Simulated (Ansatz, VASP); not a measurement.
**One calculation of Ga2SnSe4, two programs**

```
Ga Sn Se
1.0
     5.90967    0.00000    0.00000
    -2.95484    5.11793    0.00000
     0.00000    0.00000   10.23912
Ga Sn Se
2 1 4
Direct
  0.00000 0.00000 0.76925
  0.00000 0.00000 0.23075
  0.00000 0.00000 0.50000
  0.50000 0.00000 0.50000
  0.00000 0.50000 0.50000
  0.50000 0.50000 0.50000
  0.00000 0.00000 0.00000
```

Alike in both runs: functional PBE; k mesh 3 × 3 × 1; occupations gaussian, width 0.15 eV; no spin polarisation.

Ansatz relaxed the structure, and its values are those at the end. VASP's run is a single point on that final structure, the one shown.

```csv
,VASP,Ansatz
version,VASP 6.6.1,Ansatz 0.2.0
potentials or method,"VASP PAW PBE potentials, release 64 (Ga_d, Sn_d, Se), cutoff 500 eV","scalar-relativistic, plane waves, PAW"
valence electrons in the cell,64,104
```

Ansatz gave:

```
gap on the k mesh at the Fermi level (eV) : none
pressure (GPa)                            : 0.1
rms of the force components (eV/Å)        : 0.022
```

**Question.** What did VASP give for the same quantities?

**Answer.** gap on the k mesh at the Fermi level (eV): none; pressure (GPa): 0.1; rms of the force components (eV/Å): 0.016.

A gap of «none» marks a metal or a gap that the smearing closes. With one functional, cell and mesh, what is left measures potentials, basis and numerics. VASP's potentials hold 64 valence electrons a cell and Ansatz's 104, so a difference there can come from the potentials and not from the codes.

The k mesh is coarse, so the values compare programs but aren't converged.
